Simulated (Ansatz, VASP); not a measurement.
# One calculation of ScAl3, two programs

```
Sc Al
1.0
     4.07130    0.00000    0.00000
     0.00000    4.07130    0.00000
     0.00000    0.00000    3.74559
Sc Al
1 3
Direct
  0.00000 0.00000 0.00000
  0.50000 0.00000 0.50000
  0.00000 0.50000 0.50000
  0.50000 0.50000 0.00000
```

Change from the starting cell: strain +0.000 along x and y, -0.080 along z, atoms carried along.

Alike in both runs: task single point; functional PBEsol; k mesh 12 × 12 × 12; occupations gaussian, width 0.15 eV; no spin polarisation.

|  | VASP | Ansatz |
| --- | --- | --- |
| version | VASP 6.6.1 | Ansatz 0.2.0 |
| potentials or method | VASP PAW PBE potentials, release 64 (Sc_sv, Al), cutoff 520 eV | scalar-relativistic, plane waves, PAW |
| valence electrons in the cell | 20 | 20 |

|  | VASP | Ansatz | Ansatz less VASP |
| --- | --- | --- | --- |
| gap on the k mesh at the Fermi level (eV) | none | none | - |
| pressure (GPa) | 9.6 | 9.5 | -0.15 |
| traceless stress, the component that is largest in VASP (GPa) | 8.75 | 8.73 | -0.021 |

VASP's potentials were made for PBE, not for PBEsol. A gap of «none» marks a metal or a gap that the smearing closes. The functional is the same, so the differences come from potentials, cutoffs and numerics.
